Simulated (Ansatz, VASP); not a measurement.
# KMo2: VASP beside Ansatz

The input INCAR:

```
ALGO = Normal
EDIFF = 1E-6
ENCUT = 520
GGA = PE
ISIF = 2
ISMEAR = 0
LASPH = T
LCHARG = F
LREAL = F
LWAVE = F
NBANDS = 26
NELM = 80
PREC = Accurate
SIGMA = 0.1
```

The input KPOINTS:

```
k-points
0
Gamma
  4 4 4
```

The input POSCAR:

```
KMo2
1.0
    4.0315905600      0.0000000000      0.0000000000
    0.0000000000      4.0315905600      0.0000000000
    0.0000000000      0.0000000000      5.7015300500
K Mo
1 2
Direct
    0.0000000000      0.0000000000      0.0000000000
    0.5000000000      0.0000000000      0.7500000000
    0.0000000000      0.5000000000      0.2500000000
```

Input for Ansatz:

```yaml
crystal:
  lattice:
    - [4.03159056, 0.0, 0.0]
    - [0.0, 4.03159056, 0.0]
    - [0.0, 0.0, 5.70153005]
  atoms:
    - { symbol: K, position: [0.0, 0.0, 0.0] }
    - { symbol: Mo, position: [0.5, 0.0, 0.75] }
    - { symbol: Mo, position: [0.0, 0.5, 0.25] }
basis:
  ecutwfc: 420
kpoints:
  mp_grid: { grid: [4, 4, 4] }
hamiltonian:
  xc: pbe
scf:
  occupations: { method: gaussian, width: 0.1 }
  lower_state_search: "off"
output:
  forces: true
  stress: true
  eigenvalues: true
```

Change from the starting cell: ordered superstructure of diamond with vacancies (P-4m2, No. 115).

Alike in both runs: task single point; functional PBE; k mesh 4 × 4 × 4; occupations gaussian, width 0.1 eV; no spin polarisation.

|  | VASP | Ansatz |
| --- | --- | --- |
| version | VASP 6.6.1 | Ansatz 0.2.0 |
| potentials or method | VASP PAW PBE potentials, release 64 (K_sv, Mo_sv), cutoff 520 eV | scalar-relativistic, plane waves, PAW |
| valence electrons in the cell | 37 | 37 |

VASP gave:

| Quantity | Value |
| --- | --- |
| gap on the k mesh at the Fermi level (eV) | none |
| pressure (GPa) | -9.1 |
| traceless stress, the component that is largest in VASP (GPa) | -0.40 |
| rms of the force components (eV/Å) | 1.057 |

Question: What did Ansatz give for the same quantities?

Answer: gap on the k mesh at the Fermi level (eV): none; pressure (GPa): -9.6; traceless stress, the component that is largest in VASP (GPa): -0.39; rms of the force components (eV/Å): 1.011.

Atom by atom the forces differ by 0.046 eV/Å (rms over components). A gap of «none» marks a metal or a gap that the smearing closes. With one functional, cell and mesh, what is left measures potentials, basis and numerics.

The k mesh is coarse, so the values compare programs but aren't converged.
